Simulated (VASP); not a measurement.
Set up this calculation in VASP 6.6.1, as the native input.

| Property | Result |
| --- | --- |
| Task | single point |
| Functional | PBE |
| Dispersion | D3(BJ) |
| Potentials or basis | VASP PAW PBE potentials, release 64 (Si) |
| Cutoff | 520 eV |
| k mesh | 6 × 6 × 6 |
| Occupations | fermi-dirac, width 0.02 eV |
| Spin | no spin polarisation |
| Dipole correction | no |
| Further INCAR settings | ALGO = Normal; EDIFF = 1e-06; NBANDS = 11 |

The structure of Si lies in POSCAR:

```
Si
1.0
    0.0000000000      2.7114928312      2.7114928312
    2.7114928312      0.0000000000      2.7114928312
    2.7114928312      2.7114928312      0.0000000000
Si
2
Direct
    0.7500000000      0.7500000000      0.7500000000
    0.5000000000      0.5000000000      0.5000000000
```

These files were run (other wordings do the same):

INCAR

```
SYSTEM = Si
ALGO = Normal
EDIFF = 1E-6
ENCUT = 520
GGA = PE
ISIF = 2
ISMEAR = -1
IVDW = 12
LASPH = .True.
LCHARG = .False.
LREAL = .False.
LWAVE = .False.
NBANDS = 11
NELM = 80
PREC = Accurate
SIGMA = 0.02
```

KPOINTS

```
k-points
0
Gamma
  6 6 6
  0 0 0
```

Potentials or basis: VASP PAW PBE potentials, release 64 (Si).

Launch:

```console
$ cat potpaw_PBE.64/Si/POTCAR > POTCAR
$ mpirun -np 1 vasp_std > vasp.out
```

It gave:

| Quantity | Value |
| --- | --- |
| Pressure | -0.1 GPa |
| Band gap on the k mesh | 0.70 eV, indirect (least direct gap 2.56 eV) |
| Dispersion energy per atom | -0.315 eV |

Run time: 13 s on 1 thread of Intel Xeon 8259CL, with other jobs on the host, peak memory 0.16 GiB.
